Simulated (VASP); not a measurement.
The system is AlN.

```
Al N
1.0
     3.31212    0.00000    0.00000
    -1.65606    2.86838    0.00000
     0.00000    0.00000    4.18756
Al N
2 2
Direct
  0.66667 0.33333 0.25000
  0.33333 0.66667 0.75000
  0.66667 0.33333 0.75000
  0.33333 0.66667 0.25000
```

Base run:

- Program: VASP 6.6.1
- Functional: HSE06
- Potentials or basis: VASP PAW PBE potentials, release 64 (Al, N)
- Cutoff: 520 eV
- k mesh: 6 × 6 × 4
- Occupations: fermi-dirac, width 0.05 eV
- Spin: no spin polarisation

Its results: band gap on the k mesh 4.53 eV; pressure -5.8 GPa.

**Question.** The run is repeated on the same cell with these changes: functional from HSE06 to PBE; k mesh from 6 × 6 × 4 to 9 × 9 × 7. What comes out?

**Answer.** Band gap on the k mesh 3.27 eV; pressure 0.0 GPa.

Several settings changed at once.

Caveats: the cell stands under tension (at least some runs); the PAW data sets were made with another functional, which shifts forces and pressure a little (at least some runs); an odd mesh through Γ misses points on the zone boundary, where band edges can lie (at least some runs).
